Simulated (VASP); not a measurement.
# Ti8HC8 (a cell with a defect) in VASP: single point with PBE

Aim: the single point of Ti8HC8 (a cell with a defect) with PBE.

All numbers are computed with VASP 6.6.1; they aren't measurements. Logs are shortened: lines on timing, memory, paths and dates and some standing lists are left out, and cuts for length are marked.

### Step 1. The cell of the first run

The cell holds a defect, 17 atoms: a = 6.127 Å, b = 6.127 Å, c = 6.127 Å, α = 60.00°, β = 60.00°, γ = 60.00°.

### Step 2. Single point, PBE

Contents of INCAR:

```
SYSTEM = Ti8HC8
PREC = Accurate
ENCUT = 520
EDIFF = 1E-6
ISMEAR = 0
SIGMA = 0.1
LREAL = Auto
LASPH = .True.
NELM = 60
ALGO = Normal
ISIF = 2
LWAVE = .False.
LCHARG = .True.
GGA = PE
LELF = .True.
LVHAR = .True.
NBANDS = 78
```

Contents of KPOINTS:

```
Automatic mesh
0
Gamma
  5 5 5
  0 0 0
```

Contents of POSCAR:

```
Ti8HC8
1.0
    0.0000000000      4.3327798708     -4.3327798708
   -4.3327798708      0.0000000000     -4.3327798708
   -4.3327798708      4.3327798708      0.0000000000
Ti C H
8 8 1
Direct
   -0.0004164763      0.5003585607      0.0011282595
    0.4987455085      0.5003527907      0.0011222587
    0.0039929331      0.0072368089     -0.0154225467
    0.4987697424      0.0017899594      0.0004843311
    0.0039910867      0.4838132937      0.5080049219
    0.4987690500      0.4997153247      0.5025603804
   -0.0006490060     -0.0006070006      0.5001661900
    0.5009504440     -0.0006280033      0.5001449565
    0.7518171006      0.7494855720      0.2502536552
    0.2482530920      0.7494888032      0.2502568864
    0.7486008052      0.2536532048      0.2489617595
    0.2502894290      0.2484525021      0.2507884158
    0.7485994204      0.7481920607      0.7544257030
    0.2502908138      0.7500166399      0.7492217691
    0.7494497982      0.2490195745      0.7497869952
    0.2515577833      0.2490173820      0.7497848026
   -0.0839341049      0.8337591818      0.3345097243
```

Potentials or basis: VASP PAW PBE potentials, release 64 (Ti_sv, C, H).

Started as:

```bash
cat potpaw_PBE.64/Ti_sv/POTCAR potpaw_PBE.64/C/POTCAR potpaw_PBE.64/H/POTCAR > POTCAR
mpirun -np 1 vasp_std > vasp.out
```

OUTCAR:

```text
SYSTEM = Ti8HC8
   PREC = Accurate
   ENCUT = 520
   EDIFF = 1E-6
   ISMEAR = 0
   LREAL = Auto
   LASPH = .True.
   NELM = 60
   ISIF = 2
   GGA = PE

 ion  position               nearest neighbor table
   1  1.000  0.500  0.001-  13 2.16  11 2.16   9 2.16  14 2.17  12 2.17  16 2.18
   2  0.499  0.500  0.001-  13 2.16  11 2.16  10 2.16  14 2.17  12 2.17  15 2.18
   3  0.004  0.007  0.985-  17 1.78  15 2.12  16 2.12  14 2.14   9 2.21  10 2.21  11 2.21   5 2.92

   4  0.499  0.002  0.000-  12 2.15  15 2.16  16 2.16  13 2.17   9 2.18  10 2.18
   5  0.004  0.484  0.508-  17 1.78  15 2.12  16 2.12  12 2.14   9 2.21  10 2.21  13 2.21   3 2.92

   6  0.499  0.500  0.503-  14 2.15  15 2.16  16 2.16  11 2.17   9 2.18  10 2.18
   7  0.999  0.999  0.500-  15 2.16  10 2.17  14 2.17  12 2.17  13 2.17  11 2.17
   8  0.501  0.999  0.500-  16 2.16   9 2.17  14 2.17  12 2.17  13 2.17  11 2.17
   9  0.752  0.749  0.250-   1 2.16   8 2.17   4 2.18   6 2.18   5 2.21   3 2.21
  10  0.248  0.749  0.250-   2 2.16   7 2.17   4 2.18   6 2.18   5 2.21   3 2.21
  11  0.749  0.254  0.249-   1 2.16   2 2.16   6 2.17   8 2.17   7 2.17   3 2.21
  12  0.250  0.248  0.251-   5 2.14   4 2.15   7 2.17   8 2.17   2 2.17   1 2.17
  13  0.749  0.748  0.754-   1 2.16   2 2.16   4 2.17   8 2.17   7 2.17   5 2.21
  14  0.250  0.750  0.749-   3 2.14   6 2.15   7 2.17   8 2.17   2 2.17   1 2.17
  15  0.749  0.249  0.750-   3 2.12   5 2.12   6 2.16   4 2.16   7 2.16   2 2.18
  16  0.252  0.249  0.750-   3 2.12   5 2.12   6 2.16   4 2.16   8 2.16   1 2.18
  17  0.916  0.834  0.335-   3 1.78   5 1.78

  LATTYP: Found a face centered cubic cell.
 ALAT       =     8.6655597416

  Lattice vectors:

 A1 = (   0.0000000000,   4.3327798708,  -4.3327798708)
 A2 = (  -4.3327798708,   0.0000000000,  -4.3327798708)
 A3 = (  -4.3327798708,   4.3327798708,   0.0000000000)

Analysis of symmetry for initial positions (statically):
=====================================================================
 Subroutine PRICEL returns:
 Original cell was already a primitive cell.

 Routine SETGRP: Setting up the symmetry group for a
 face centered cubic supercell.

 Subroutine GETGRP returns: Found  1 space group operations
 (whereof  1 operations were pure point group operations)
 out of a pool of 48 trial point group operations.

The static configuration has the point symmetry C_1 .

Analysis of symmetry for dynamics (positions and initial velocities):
=====================================================================
 Subroutine PRICEL returns:
 Original cell was already a primitive cell.

 Routine SETGRP: Setting up the symmetry group for a
 face centered cubic supercell.

 Subroutine GETGRP returns: Found  1 space group operations
 (whereof  1 operations were pure point group operations)
 out of a pool of 48 trial point group operations.

The dynamic configuration has the point symmetry C_1 .

 Subroutine INISYM returns: Found  1 space group operations
 (whereof  1 operations are pure point group operations),
 and found     1 'primitive' translations

----------------------------------------------------------------------------------------

                                     Primitive cell

  volume of cell :     162.6784

  direct lattice vectors                    reciprocal lattice vectors
     0.000000000  4.332779871 -4.332779871     0.115399354  0.115399354 -0.115399354
    -4.332779871  0.000000000 -4.332779871    -0.115399354 -0.115399354 -0.115399354
    -4.332779871  4.332779871  0.000000000    -0.115399354  0.115399354  0.115399354

  length of vectors
     6.127476056  6.127476056  6.127476056     0.199877545  0.199877545  0.199877545

  position of ions in fractional coordinates (direct lattice)
     0.999583524  0.500358561  0.001128259
     0.498745509  0.500352791  0.001122259
     0.003992933  0.007236809  0.984577453
     0.498769742  0.001789959  0.000484331
     0.003991087  0.483813294  0.508004922
     0.498769050  0.499715325  0.502560380
[... 9 lines left out ...]
     0.251557783  0.249017382  0.749784803
     0.916065895  0.833759182  0.334509724

  ion indices of the primitive-cell ions
   primitive index   ion index
                 1           1
                 2           2
                 3           3
                 4           4
                 5           5
                 6           6
[... 9 lines left out ...]
                16          16
                17          17

----------------------------------------------------------------------------------------

 KPOINTS: Automatic mesh

Automatic generation of k-mesh.
 Grid dimensions read from file:
 generate k-points for:    5    5    5

 Generating k-lattice:

  Cartesian coordinates                     Fractional coordinates (reciprocal lattice)
     0.023079871  0.023079871 -0.023079871     0.200000000  0.000000000  0.000000000
    -0.023079871 -0.023079871 -0.023079871     0.000000000  0.200000000  0.000000000
    -0.023079871  0.023079871  0.023079871     0.000000000  0.000000000  0.200000000

  Length of vectors
     0.039975509  0.039975509  0.039975509

  Shift w.r.t. Gamma in fractional coordinates (k-lattice)
     0.000000000  0.000000000  0.000000000

 Subroutine IBZKPT returns following result:
 ===========================================

 Found     63 irreducible k-points:

 Following reciprocal coordinates:
            Coordinates               Weight
  0.000000  0.000000  0.000000      1.000000
  0.200000  0.000000  0.000000      2.000000
  0.000000  0.200000  0.000000      2.000000
  0.000000  0.000000  0.200000      2.000000
  0.200000  0.200000  0.200000      2.000000
  0.400000  0.000000  0.000000      2.000000
[... 16 lines left out ...]
  0.200000  0.400000  0.400000      2.000000
  0.400000  0.000000  0.200000      2.000000
 [... further k-points ...]
   k-points           NKPTS =     63   k-points in BZ     NKDIM =     63   number of bands    NBANDS=     78
   number of dos      NEDOS =    301   number of ions     NIONS =     17
   total plane-waves  NPLWV = 110592
   dimension x,y,z NGX =    48 NGY =   48 NGZ =   48
   dimension x,y,z NGXF=    96 NGYF=   96 NGZF=   96
   ions per type =               8   8   1
   NGX,Y,Z   is equivalent  to a cutoff of  13.02, 13.02, 13.02 a.u.
   NGXF,Y,Z  is equivalent  to a cutoff of  26.05, 26.05, 26.05 a.u.
 SYSTEM =  Ti8HC8
   PREC   = accura    normal or accurate (medium, high low for compatibility)
   ISTART =      0    job   : 0-new  1-cont  2-samecut
   ICHARG =      2    charge: 1-file 2-atom 10-const
   ISPIN  =      1    spin polarized calculation?
   LNONCOLLINEAR =      F non collinear calculations
   LSORBIT =      F    spin-orbit coupling
   LASPH  =      T    aspherical Exc in radial PAW
   ENCUT  =  520.0 eV  38.22 Ry    6.18 a.u.  11.39 11.39 11.39*2*pi/ulx,y,z
   NELM   =     60;   NELMIN=  2; NELMDL= -5     # of ELM steps
   EDIFF  = 0.1E-05   stopping-criterion for ELM
   LREAL  =      T    real-space projection
   EDIFFG = 0.1E-04   stopping-criterion for IOM
   NSW    =      0    number of steps for IOM
   IBRION =     -1    ionic relax: 0-MD 1-quasi-New 2-CG
   NFREE  =      0    steps in history (QN), initial steepest desc. (CG)
   ISIF   =      2    stress and relaxation
   ISYM   =      2    0-nonsym 1-usesym 2-fastsym
   POTIM  = 0.5000    time-step for ionic-motion
   TEBEG  =    0.0;   TEEND  =   0.0 temperature during run
   PSTRESS=    0.0 pullay stress
   NELECT =     129.0000    total number of electrons
   NUPDOWN=      -1.0000    fix difference up-down
   EMIN   =  10.00;   EMAX   =-10.00  energy-range for DOS
   EFERMI =   0.00;   METHOD = LEGACY
   ISMEAR =     0;   SIGMA  =   0.10  broadening in eV -4-tet -1-fermi 0-gaus
   EFERMI_NEDOS =   21; number of points for ismear=-14 and -15
   IALGO  =     38    algorithm
   IMIX   =      4    mixing-type and parameters
     AMIX     =   0.40;   BMIX     =  1.00
     AMIX_MAG =   1.60;   BMIX_MAG =  1.00
  volume/ion in A,a.u.               =       9.57        64.58
  Fermi-wavevector in a.u.,A,eV,Ry     =   1.515287  2.863476 31.240248  2.296093
  Thomas-Fermi vector in A             =   2.624831
   LORBIT       =      0    0 simple, 1 ext, 2 COOP (PROOUT), +10 PAW based schemes
   GGA     = PE    functional components
   LHFCALC =     F    Hartree Fock is set to
   AEXX    =    0.0000 exact exchange contribution
   IVDW    =     0    specifies the selected vdW correction
   LEPSILON=     F    determine dielectric tensor
   LRPA    =     F    only Hartree local field effects (RPA)
 non-spin polarized calculation
 Gauss-broadening in eV      SIGMA  =   0.10
  energy-cutoff  :      520.00
  volume of cell :      162.68
 maximum number of plane-waves:      4408
 NGX is ok and might be reduce to    48
   NGX = 23   NGY = 23   NGZ = 23

 number of electron     129.0000001 magnetization

 Free energy of the ion-electron system (eV)
  ---------------------------------------------------
  ext. energy  EPLUGINS =         0.00000000
  ---------------------------------------------------
  free energy    TOTEN  =      -151.53592134 eV

  energy without entropy =     -151.51807223  energy(sigma->0) =     -151.52699679

 E-fermi :   9.7317     XC(G=0): -12.7567

 val. band max:        9.6872909807   @ k =   0.2000  -0.4000  -0.4000
 cond. band min:       9.7381389882   @ k =   0.4000   0.0000  -0.4000
 fundamental gap:      0.0508480075
 Fermi energy:         9.7316803297

 k-point     1 :       0.0000    0.0000    0.0000
  band No.  band energies     occupation
      1     -47.0602      2.00000
      2     -46.9909      2.00000
      3     -46.9898      2.00000
      4     -46.9882      2.00000
      5     -46.9837      2.00000
      6     -46.9631      2.00000
[... 68 lines left out ...]
     75      12.2245      0.00000
     76      12.3360      0.00000

 k-point     2 :       0.2000    0.0000    0.0000
  band No.  band energies     occupation
      1     -47.0534      2.00000
      2     -46.9969      2.00000
      3     -46.9889      2.00000
      4     -46.9861      2.00000
      5     -46.9828      2.00000
      6     -46.9653      2.00000
[... 1730 lines left out ...]
 k-point    24 :       0.4000    0.0000    0.2000
  band No.  band energies     occupation
      1     -47.0372      2.00000
      2     -47.0050      2.00000
      3     -46.9914      2.00000
      4     -46.9849      2.00000
      5     -46.9789      2.00000
      6     -46.9733      2.00000
[... 68 lines left out ...]
     75      12.2190      0.00000
     76      12.2765      0.00000

 [... further k-points ...]

 [bands above 76 left out]

------------------------ aborting loop because EDIFF is reached ----------------------------------------

  FORCE on cell =-STRESS in cart. coord.  units (eV):
  Direction    XX          YY          ZZ          XY          YZ          ZX
  --------------------------------------------------------------------------------------
  -------------------------------------------------------------------------------------
  Total        2.9019016      3.2330962      3.2196338     -0.0071188      3.1380483      0.0134361
  in kB       28.5800767     31.8419272     31.7093395     -0.0701108     30.9058247      0.1323285
  external PRESSURE =      30.7104478 kB  Pullay stress =       0.0000000 kB

 VOLUME and BASIS-vectors are now :
 -----------------------------------------------------------------------------
  energy-cutoff  :      520.00
  volume of cell :      162.68
      direct lattice vectors                 reciprocal lattice vectors
     0.000000000  4.332779871 -4.332779871     0.115399354  0.115399354 -0.115399354
    -4.332779871  0.000000000 -4.332779871    -0.115399354 -0.115399354 -0.115399354
    -4.332779871  4.332779871  0.000000000    -0.115399354  0.115399354  0.115399354

 POSITION                                       TOTAL-FORCE (eV/Angst)
 -----------------------------------------------------------------------------------
     -2.17283      4.33586     -6.49892         0.014509     -0.000502      0.004057
     -2.17278      2.16582     -4.32887         0.014273      0.002955     -0.003418
     -4.29731      4.28326     -0.04866         0.033101      0.032793      0.036820
     -0.00985      2.16316     -2.16882         0.026210      0.011014      0.012344
     -4.29733      2.21837     -2.11355         0.028677     -0.033641     -0.031510
     -4.34264      4.33854     -4.32621         0.027696     -0.014682     -0.012011
[... 9 lines left out ...]
     -4.32759      4.33860     -2.16888         0.021973     -0.002763      0.003639
     -5.06185      5.41847     -7.58161        -0.349656      0.006191     -0.007369
 -----------------------------------------------------------------------------------
    total drift:                                0.029034      0.008415      0.023311

  FREE ENERGIE OF THE ION-ELECTRON SYSTEM (eV)
  ---------------------------------------------------
  free  energy   TOTEN  =      -151.5359213385 eV

  energy  without entropy=     -151.5180722349  energy(sigma->0) =     -151.52699679
```

Run time: 17 min. Hardware: 1 thread of Intel Xeon 6975P-C (Granite Rapids), shared host; peak memory 0.63 GiB.

Results:

```yaml
Free_energy: -151.5359 eV
Pressure: 3.1 GPa
Largest_force: 0.350 eV/Å
Band_gap_on_the_k_mesh: zero (an odd number of electrons rules out a gap without spin polarisation)
```

Forces in eV/Å, atoms in the order of the input:
```
Ti   0.015 -0.001  0.004
Ti   0.014  0.003 -0.003
Ti   0.033  0.033  0.037
Ti   0.026  0.011  0.012
Ti   0.029 -0.034 -0.032
Ti   0.028 -0.015 -0.012
Ti   0.019 -0.003  0.002
Ti   0.018  0.001  0.000
C    0.030 -0.015  0.016
C    0.027  0.013 -0.013
C    0.017 -0.007 -0.008
C    0.016  0.004  0.004
C    0.017  0.007  0.006
C    0.018 -0.005 -0.005
C    0.023  0.004 -0.003
C    0.022 -0.003  0.004
H   -0.350  0.006 -0.007
```

Stress tensor (GPa, compression positive):
```
 2.86 -0.01  0.01
-0.01  3.18  3.09
 0.01  3.09  3.17
```
